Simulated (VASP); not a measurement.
A run of VASP 6.6.1 is set up as follows.

Contents of INCAR:

```
SYSTEM = HgTe
ALGO     = Normal         ! electronic algorithm
EDIFF    = 1E-6           ! SCF threshold, eV
ENCUT    = 500            ! plane-wave cutoff, eV
GGA      = PE             ! functional
GGA_COMPAT= .FALSE.      
ISIF     = 2              ! what is computed and relaxed
ISMEAR   = 0              ! smearing method
LASPH    = .TRUE.         ! aspherical terms in the spheres
LCHARG   = .FALSE.        ! write CHGCAR
LREAL    = .FALSE.        ! projectors in reciprocal space
LWAVE    = .FALSE.        ! write WAVECAR
NBANDS   = 16             ! bands
NELM     = 120            ! most SCF steps
PREC     = Accurate       ! precision mode
SIGMA    = 0.025          ! smearing width, eV
```

KPOINTS

```
k-points
0
G
  7 7 7
  0 0 0
```

The input POSCAR:

```
HgTe
1.0
    0.0000000000      3.2145000000      3.2145000000
    3.2145000000      0.0000000000      3.2145000000
    3.2145000000      3.2145000000      0.0000000000
Hg Te
1 1
Direct
    0.0000000000      0.0000000000      0.0000000000
    0.7500000000      0.7500000000      0.7500000000
```

Potentials or basis: VASP PAW PBE potentials, release 64 (Hg, Te).

Command:

```console
$ cat potpaw_PBE.64/Hg/POTCAR potpaw_PBE.64/Te/POTCAR > POTCAR
$ mpirun -np 1 vasp_std > vasp.out
```

Problem. What does it give for the pressure?

Solution. 4.6 GPa.

Problem. Predict the band gap on the k mesh.

Solution. Zero (filled and empty bands touch).

Caveat: spin-orbit coupling is left out, which moves the levels of the heavy elements.
